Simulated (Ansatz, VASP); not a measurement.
## Os in VASP and in Ansatz

```
Os
1.0
     2.62719    0.00000    0.00000
     0.00000    2.62719    0.00000
     0.00000    0.00000    2.45243
Os
1
Cartesian
  0.0000 0.0000 1.2262
```

Alike in both runs: task relaxation of cell and atoms; functional PBE; k mesh 20 × 20 × 22; occupations gaussian, width 0.1 eV; no spin polarisation.

```csv
,VASP,Ansatz
version,VASP 6.6.1,Ansatz 0.2.0
potentials or method,"VASP PAW PBE potentials, release 64 (Os), cutoff 600 eV","scalar-relativistic, plane waves, PAW"
valence electrons in the cell,8,16
```

Ansatz gave:

* gap on the k mesh at the Fermi level, each at its own relaxed structure (eV): none
* relaxed volume (Å³/atom): 16.71
* relaxed cell length with the largest relative difference (Å): 2.556

Problem. Estimate VASP's values.

Solution. gap on the k mesh at the Fermi level, each at its own relaxed structure (eV): none; relaxed volume (Å³/atom): 16.70; relaxed cell length with the largest relative difference (Å): 2.553.

A gap of «none» marks a metal or a gap that the smearing closes. VASP's potentials hold 8 valence electrons a cell and Ansatz's 16, so a difference there can come from the potentials and not from the codes.

Neither program's run includes spin-orbit coupling.
